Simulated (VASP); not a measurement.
K: single point with BLYP

Crystal: K.

```xyz
1
Lattice="4.4090 0.0000 0.0000 0.0000 4.4090 0.0000 0.0000 0.0000 4.4090" Properties=species:S:1:pos:R:3 pbc="T T T"
K     0.0000    0.0000    0.0000
```

This isn't the form of K at room conditions, which is bcc.

```yaml
Program: VASP 6.6.1
Task: single point
Functional: BLYP
Potentials_or_basis: VASP PAW PBE potentials, release 64 (K_sv)
Cutoff: 520 eV
k_mesh: 8 × 8 × 8
Occupations: fermi-dirac, width 0.1 eV
Spin: no spin polarisation
```

```json
{
  "Pressure": "0.0 GPa",
  "Band gap on the k mesh": "zero (an odd number of electrons rules out a gap without spin polarisation)"
}
```

Levels at points of the mesh, in eV from the Fermi level:
| k point | band 2 | band 3 | band 4 | band 5 | band 6 | band 7 |
| --- | --- | --- | --- | --- | --- | --- |
| (0.00, 0.00, 0.00) | -15.95 | -15.95 | -15.95 | -1.95 | 2.71 | 2.71 |
| (0.50, 0.00, 0.00) | -16.02 | -15.95 | -15.95 | -0.17 | 0.35 | 3.22 |
| (0.50, 0.50, 0.00) | -16.01 | -16.01 | -15.94 | 1.32 | 1.73 | 2.07 |
| (0.50, 0.50, 0.50) | -16.01 | -16.01 | -16.01 | 2.27 | 2.27 | 2.27 |

Run time: 26 s on 1 thread of Intel(R) Xeon(R) Platinum 8488C (Sapphire Rapids), on a shared host, peak memory 0.2 GiB.

Caveat: the PAW data sets were made with another functional, which shifts forces and pressure a little.
